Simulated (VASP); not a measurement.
A run of VASP 6.6.1:

The input INCAR:

```
SYSTEM = CaO
ALGO     = Normal         ! electronic algorithm
EDIFF    = 1E-7           ! SCF threshold, eV
ENCUT    = 520            ! plane-wave cutoff, eV
GGA      = PS             ! functional
ISIF     = 2              ! what is computed and relaxed
ISMEAR   = -1             ! smearing method
LASPH    = .TRUE.         ! aspherical terms in the spheres
LCHARG   = .TRUE.         ! write CHGCAR
LELF     = .TRUE.         ! ELF
LREAL    = .FALSE.        ! projectors in reciprocal space
LVHAR    = .TRUE.       
LWAVE    = .FALSE.        ! write WAVECAR
NBANDS   = 15             ! bands
NELM     = 80             ! most SCF steps
PREC     = Accurate       ! precision mode
SIGMA    = 0.02           ! smearing width, eV
```

The input KPOINTS:

```
k-points
0
G
  8 8 8
  0 0 0
```

File POSCAR:

```
CaO
1.0
    2.8882851423      0.0000000000      0.0000000000
    0.0000000000      2.8882851423      0.0000000000
    0.0000000000      0.0000000000      2.8882851423
Ca O
1 1
Direct
    0.0000000000      0.0000000000      0.0000000000
    0.5000000000      0.5000000000      0.5000000000
```

Potentials or basis: VASP PAW PBE potentials, release 64 (Ca_sv, O).

Run with:

```bash
$ cat potpaw_PBE.64/Ca_sv/POTCAR potpaw_PBE.64/O/POTCAR > POTCAR
$ mpirun -np 1 vasp_std > vasp.out
```

Hardware: 1 thread of Intel(R) Xeon(R) 6975P-C (Granite Rapids) (shared host).

How long does it take, and how much memory?

Run time: 4.8 s on 1 thread of Intel(R) Xeon(R) 6975P-C (Granite Rapids), with other jobs on the host, peak memory 0.14 GiB. Counts: scf iterations 14, k points 35.
